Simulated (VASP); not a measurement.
# Pd (Fm-3m) in VASP: further runs, part 2 of 2

VASP 6.6.1. The steps go on from the part before.

### Step 3. Relaxation of cell and atoms, PBE

This run uses another cell than the first one, of 15.32 Å³/atom, 0.944 times its volume.

The input, INCAR:

```
SYSTEM = Pd
PREC = Accurate
ENCUT = 600
EDIFF = 1E-6
ISMEAR = -1
SIGMA = 0.05
LREAL = .FALSE.
LASPH = .TRUE.
NELM = 60
ALGO = Normal
ISIF = 3
LWAVE = .FALSE.
LCHARG = .FALSE.
GGA = PE
IBRION = 2
NSW = 45
EDIFFG = -0.005
```

The input, KPOINTS:

```
regular mesh
0
G
  18 18 18
  0 0 0
```

The input, POSCAR:

```
Pd
1.0
    0.0000000000      1.9712891000      1.9712891000
    1.9712891000      0.0000000000      1.9712891000
    1.9712891000      1.9712891000      0.0000000000
Pd
1
Direct
    0.0000000000      0.0000000000      0.0000000000
```

Potentials or basis: VASP PAW PBE potentials, release 64 (Pd).

Started as:

```console
$ cat potpaw_PBE.64/Pd/POTCAR > POTCAR
$ mpirun -np 1 vasp_std > vasp.out
```

OUTCAR:

```text
SYSTEM = Pd
   PREC = Accurate
   ENCUT = 600
   EDIFF = 1E-6
   ISMEAR = -1
   LREAL = .FALSE.
   LASPH = .TRUE.
   NELM = 60
   ISIF = 3
   GGA = PE
   IBRION = 2
   NSW = 45
   EDIFFG = -0.005

 ion  position               nearest neighbor table
   1  0.000  0.000  0.000-

  LATTYP: Found a face centered cubic cell.
 ALAT       =     3.9425782000

  Lattice vectors:

 A1 = (   0.0000000000,   1.9712891000,   1.9712891000)
 A2 = (   1.9712891000,   0.0000000000,   1.9712891000)
 A3 = (   1.9712891000,   1.9712891000,   0.0000000000)

Analysis of symmetry for initial positions (statically):
=====================================================================
 Subroutine PRICEL returns:
 Original cell was already a primitive cell.

 Routine SETGRP: Setting up the symmetry group for a
 face centered cubic supercell.

 Subroutine GETGRP returns: Found 48 space group operations
 (whereof 48 operations were pure point group operations)
 out of a pool of 48 trial point group operations.

The static configuration has the point symmetry O_h .

Analysis of symmetry for dynamics (positions and initial velocities):
=====================================================================
 Subroutine PRICEL returns:
 Original cell was already a primitive cell.

 Routine SETGRP: Setting up the symmetry group for a
 face centered cubic supercell.

 Subroutine GETGRP returns: Found 48 space group operations
 (whereof 48 operations were pure point group operations)
 out of a pool of 48 trial point group operations.

The dynamic configuration has the point symmetry O_h .

 Subroutine INISYM returns: Found 48 space group operations
 (whereof 48 operations are pure point group operations),
 and found     1 'primitive' translations

[... 118 lines left out ...]
   LHFCALC =     F    Hartree Fock is set to
   AEXX    =    0.0000 exact exchange contribution
   IVDW    =     0    specifies the selected vdW correction
   LEPSILON=     F    determine dielectric tensor
   LRPA    =     F    only Hartree local field effects (RPA)
 conjugate gradient relaxation of ions
 non-spin polarized calculation
  energy-cutoff  :      600.00
  volume of cell :       15.32
 maximum number of plane-waves:       532
   NGX = 11   NGY = 11   NGZ = 11

--------------------------------------- Ionic step        1  -------------------------------------------

 number of electron      10.0000000 magnetization

 Free energy of the ion-electron system (eV)
  ---------------------------------------------------
  ext. energy  EPLUGINS =         0.00000000
  ---------------------------------------------------
  free energy    TOTEN  =        -5.22983831 eV

  energy without entropy =       -5.21081208  energy(sigma->0) =       -5.22032519

------------------------ aborting loop because EDIFF is reached ----------------------------------------

  FORCE on cell =-STRESS in cart. coord.  units (eV):
  Direction    XX          YY          ZZ          XY          YZ          ZX
  --------------------------------------------------------------------------------------
  -------------------------------------------------------------------------------------
  Total       -0.0319671     -0.0319671     -0.0319671      0.0000000      0.0000000     -0.0000000
  in kB       -3.3429686     -3.3429686     -3.3429686      0.0000000      0.0000000     -0.0000000
  external PRESSURE =      -3.3429686 kB  Pullay stress =       0.0000000 kB
[... 57 lines left out ...]
--------------------------------------- Ionic step        3  -------------------------------------------

 number of electron      10.0000000 magnetization

 Free energy of the ion-electron system (eV)
  ---------------------------------------------------
  ext. energy  EPLUGINS =         0.00000000
  ---------------------------------------------------
  free energy    TOTEN  =        -5.22987209 eV

  energy without entropy =       -5.21089550  energy(sigma->0) =       -5.22038380

 E-fermi :   9.1856     XC(G=0): -12.9615

 val. band max:        9.1806494454   @ k =  -0.4444   0.3889   0.1111
 cond. band min:       9.1880549302   @ k =  -0.3889   0.3889   0.0556
 fundamental gap:      0.0074054848
 Fermi energy:         9.1856490322

 k-point     1 :       0.0000    0.0000    0.0000
  band No.  band energies     occupation
      1       2.3231      2.00000
      2       6.5068      2.00000
      3       6.5068      2.00000
      4       6.5068      2.00000
      5       8.0247      2.00000
      6       8.0247      2.00000
      7      26.3566      0.00000
      8      30.9292      0.00000
      9      30.9292      0.00000
[... 265 lines left out ...]
 k-point    24 :      -0.2222    0.0556    0.0000
  band No.  band energies     occupation
      1       3.9963      2.00000
      2       6.3012      2.00000
      3       6.8157      2.00000
      4       6.8470      2.00000
      5       7.9163      2.00000
      6       8.4115      2.00000
      7      23.8167      0.00000
      8      27.2986      0.00000
      9      30.9649      0.00000

 [... further k-points ...]
[... 5 lines left out ...]
  --------------------------------------------------------------------------------------
  -------------------------------------------------------------------------------------
  Total        0.0005064      0.0005064      0.0005064      0.0000000     -0.0000000      0.0000000
  in kB        0.0530630      0.0530630      0.0530630      0.0000000     -0.0000000      0.0000000
  external PRESSURE =       0.0530630 kB  Pullay stress =       0.0000000 kB
[... 16 lines left out ...]
  FREE ENERGIE OF THE ION-ELECTRON SYSTEM (eV)
  ---------------------------------------------------
  free  energy   TOTEN  =        -5.2298720946 eV

  energy  without entropy=       -5.2108954983  energy(sigma->0) =       -5.22038380

 reached required accuracy - stopping structural energy minimisation
```

CONTCAR:

```text
Pd
   1.00000000000000
     0.0000000000000000    1.9699720225629709    1.9699720225629709
     1.9699720225629709    0.0000000000000000    1.9699720225629709
     1.9699720225629709    1.9699720225629709    0.0000000000000000
  Pd
     1
Direct
     0.0000000000000000    0.0000000000000000    0.0000000000000000

  0.00000000E+00  0.00000000E+00  0.00000000E+00
```

Wall time 48 s (1 thread of AMD EPYC 9R14 (Zen 4), shared host); peak memory 0.14 GiB.

Results:

```
Free energy                            : -5.2299 eV
Relaxed volume                         : 15.29 Å³/atom
Relaxed cell                           : a = 2.786 Å, b = 2.786 Å, c = 2.786 Å, α = 60.00°, β = 60.00°, γ = 60.00°
Space group after relaxing (to 0.05 Å) : Fm-3m (No. 225)
Energy gained by relaxing              : 0.0 meV/atom
Ionic steps                            : 3
Pressure after relaxing                : 0.0 GPa
Band gap on the k mesh                 : zero (band 5 reaches 9.46 eV, above the bottom of band 6 at 7.97 eV)
```

Final structure:
```xyz
1
Lattice="0.0000 1.9700 1.9700 1.9700 0.0000 1.9700 1.9700 1.9700 0.0000" Properties=species:S:1:pos:R:3 pbc="T T T"
Pd    0.0000    0.0000    0.0000
```

### Step 4. Relaxation of cell and atoms, PBE

This run uses another cell than the first one, of 15.37 Å³/atom, 0.947 times its volume.

Changes to INCAR since step 3:

```diff
@@ -15,3 +15,3 @@
 IBRION = 2
-NSW = 45
+NSW = 60
 EDIFFG = -0.005
```

The input, KPOINTS:

```
Automatic mesh
0
G
  18 18 18
  0 0 0
```

The input, POSCAR:

```
Pd
1.0
    0.0000000000      1.9734833199      1.9734833199
    1.9734833199      0.0000000000      1.9734833199
    1.9734833199      1.9734833199      0.0000000000
Pd
1
Direct
    0.0000000000      0.0000000000      0.0000000000
```

Started as:

```console
$ cat potpaw_PBE.64/Pd/POTCAR > POTCAR
$ mpirun -np 1 vasp_std > vasp.out
```

Wall time 49 s (1 thread of AMD EPYC 9R14 (Zen 4), shared host); peak memory 0.14 GiB.

It converged, with:

```
Free energy                            : -5.2299 eV
Relaxed volume                         : 15.29 Å³/atom
Relaxed cell                           : a = 2.786 Å, b = 2.786 Å, c = 2.786 Å, α = 60.00°, β = 60.00°, γ = 60.00°
Space group after relaxing (to 0.05 Å) : Fm-3m (No. 225)
Energy gained by relaxing              : 0.2 meV/atom
Ionic steps                            : 3
Pressure after relaxing                : 0.0 GPa
Band gap on the k mesh                 : zero (band 5 reaches 9.46 eV, above the bottom of band 6 at 7.97 eV)
```

Step by step:
```tsv
step	energy change (eV)	largest force (eV/Å)	pressure (GPa)	volume (Å³)
1	0.0000	0.0000	-0.89	15.37
2	0.0002	0.0000	1.16	15.18
3	-0.0002	0.0000	0.01	15.29
```

Final structure:
```xyz
1
Lattice="0.0000 1.9700 1.9700 1.9700 0.0000 1.9700 1.9700 1.9700 0.0000" Properties=species:S:1:pos:R:3 pbc="T T T"
Pd    0.0000    0.0000    0.0000
```

Levels at points of the mesh, in eV from the Fermi level:
```
           k point  band 3  band 4  band 5  band 6  band 7  band 8
(0.00, 0.00, 0.00)   -2.68   -2.68   -1.16   -1.16   17.17   21.74
(0.50, 0.00, 0.00)   -2.72   -0.03   -0.03    1.10    7.04   16.52
(0.50, 0.50, 0.00)   -0.06    0.27    0.27    3.35   10.41   13.02
```

### Step 5. Summary

| task | cell | cutoff (eV) | gap on the mesh (eV) | pressure (GPa) | relaxed volume (Å³/atom) |
| --- | --- | --- | --- | --- | --- |
| single point | a = 2.842 Å, angles 60.0°, 1 atom | 520 | none | -8.4 | - |
| relaxation of cell and atoms | relaxed from a = 2.788 Å, angles 60.0°, 1 atom | 600 | none | 0.0 | 15.29 |
| relaxation of cell and atoms | relaxed from a = 2.791 Å, angles 60.0°, 1 atom | 600 | none | 0.0 | 15.29 |

Alike in all rows: level PBE; potentials or basis VASP PAW PBE potentials, release 64 (Pd); no spin polarisation; k mesh 18 × 18 × 18; smearing fermi-dirac 0.05 eV.

Absolute energies hang on the potentials; compare differences alone.
